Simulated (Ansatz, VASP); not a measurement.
**One calculation of Al3Cu2, two programs**

Contents of INCAR:

```
  PREC = Accurate
  ENCUT = 520
  EDIFF = 1E-6
  ISMEAR = 0
  SIGMA = 0.15
  LREAL = F
  LASPH = T
  NELM = 100
  ALGO = Fast
  ISIF = 2
  LWAVE = F
  LCHARG = F
  NBANDS = 24
```

File KPOINTS:

```
Automatic mesh
0
Gamma
  12 12 8
```

File POSCAR:

```
Al3Cu2
1.0
    3.9610147888      0.0000000000      0.0000000000
   -1.9805073944      3.4303394319      0.0000000000
    0.0000000000      0.0000000000      5.1618512506
Al Cu
3 2
Direct
    0.0000000000      0.0000000000      0.0000000000
    0.3394515450      0.6666666667      0.3508928116
    0.6605484550      0.3333333333      0.6491071884
    0.3231748305      0.6666666667      0.8415870660
    0.6768251695      0.3333333333      0.1584129340
```

Input for Ansatz:

```yaml
crystal:
  lattice:
    - [3.9610147888, 0.0, 0.0]
    - [-1.9805073944, 3.4303394319, 0.0]
    - [0.0, 0.0, 5.1618512506]
  atoms:
    - { symbol: Al, position: [0.0, 0.0, 0.0] }
    - { symbol: Al, position: [0.339451545, 0.6666666667, 0.3508928116] }
    - { symbol: Al, position: [0.660548455, 0.3333333333, 0.6491071884] }
    - { symbol: Cu, position: [0.3231748305, 0.6666666667, 0.841587066] }
    - { symbol: Cu, position: [0.6768251695, 0.3333333333, 0.158412934] }
basis:
  ecutwfc: 520.0
kpoints:
  mp_grid: { grid: [12, 12, 8] }
hamiltonian:
  xc: lda
  pseudopotentials: { kind: paw, azcp: { folder: soft_1 } }
scf:
  occupations: { method: gaussian, width: 0.15 }
output:
  forces: true
  stress: true
  eigenvalues: true
```

Change from the starting cell: mode 4 frozen in at -0.041 Å, strain +e along z and -e/2 along x and y +0.0467.

Alike in both runs: task single point; functional LDA; k mesh 12 × 12 × 8; occupations gaussian, width 0.15 eV; no spin polarisation.

|  | VASP | Ansatz |
| --- | --- | --- |
| version | VASP 6.6.1 | Ansatz 0.2.0 |
| potentials or method | VASP PAW LDA potentials, release 64 (Al, Cu), cutoff 520 eV | scalar-relativistic, plane waves, PAW |
| valence electrons in the cell | 31 | 47 |

|  | VASP | Ansatz | Ansatz less VASP |
| --- | --- | --- | --- |
| gap on the k mesh at the Fermi level (eV) | none | none | - |
| pressure (GPa) | -0.5 | 1.1 | +1.56 |
| traceless stress, the component that is largest in VASP (GPa) | -7.83 | -7.79 | +0.039 |
| rms of the force components (eV/Å) | 0.109 | 0.108 | -0.0009 |

Ansatz warns that its potentials were made for another functional, while VASP's fit it. LDA's correlation is that of Perdew and Zunger in VASP and of Perdew and Wang (1992) in Ansatz. Atom by atom the forces differ by 0.004 eV/Å (rms over components). A gap of «none» marks a metal or a gap that the smearing closes. VASP's potentials hold 31 valence electrons a cell and Ansatz's 47, so a difference there can come from the potentials and not from the codes.
